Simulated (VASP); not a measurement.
Input of a VASP 6.6.1 run:

Contents of POSCAR:

```
P
1.0
    2.4353033295      0.0000000000      0.0000000000
    0.0000000000      2.4353033295      0.0000000000
    0.0000000000      0.0000000000      2.4353033295
P
1
Direct
    0.0000000000      0.0000000000      0.0000000000
```

File INCAR.step1:

```
SYSTEM = P
PREC     = Accurate       ! precision mode
ENCUT    = 600            ! plane-wave cutoff, eV
ISMEAR   = 0              ! smearing method
SIGMA    = 0.02           ! smearing width, eV
LREAL    = .False.        ! projectors in reciprocal space
LASPH    = .True.         ! aspherical terms in the spheres
NELM     = 80             ! most SCF steps
GGA      = PE             ! functional
ALGO     = Normal         ! electronic algorithm
EDIFF    = 1E-4           ! SCF threshold, eV
LWAVE    = .True.         ! write WAVECAR
LCHARG   = .False.        ! write CHGCAR
```

File INCAR.step2:

```
SYSTEM = P
PREC     = Accurate       ! precision mode
ENCUT    = 600            ! plane-wave cutoff, eV
EDIFF    = 1E-7           ! SCF threshold, eV
ISMEAR   = 0              ! smearing method
SIGMA    = 0.02           ! smearing width, eV
LREAL    = .False.        ! projectors in reciprocal space
LASPH    = .True.         ! aspherical terms in the spheres
NELM     = 80             ! most SCF steps
ALGO     = Normal         ! electronic algorithm
ISIF     = 3              ! what is computed and relaxed
LWAVE    = .False.        ! write WAVECAR
LCHARG   = .False.        ! write CHGCAR
METAGGA  = R2SCAN         ! meta-GGA
LMIXTAU  = .True.       
IBRION   = 2              ! ionic algorithm
NSW      = 50             ! ionic steps
EDIFFG   = -0.02          ! ionic threshold
ISTART   = 1
```

File KPOINTS:

```
Automatic mesh
0
Gamma
  8 8 8
  0 0 0
```

Potentials or basis: VASP PAW PBE potentials, release 64 (P).

Launch:

```sh
$ cat potpaw_PBE.64/P/POTCAR > POTCAR
$ cp INCAR.step1 INCAR
$ mpirun -np 1 vasp_std > vasp.out
$ cp INCAR.step2 INCAR
$ mpirun -np 1 vasp_std > vasp.out
```

What does it give for the space group after relaxing (to 0.1 Å)?

Pm-3m (No. 221).

Predict the relaxed volume.

14.39 Å³/atom.

Estimate the relaxed cell.

a = 2.432 Å, b = 2.432 Å, c = 2.432 Å, α = 90.00°, β = 90.00°, γ = 90.00°.

Predict the band gap on the k mesh.

zero (an odd number of electrons rules out a gap without spin polarisation).

Final structure:
```
P
1.0
     2.43221    0.00000    0.00000
     0.00000    2.43221    0.00000
     0.00000    0.00000    2.43221
P
1
Cartesian
  0.0000 0.0000 0.0000
```

Caveat: the PAW data sets were made with another functional, which shifts forces and pressure a little.
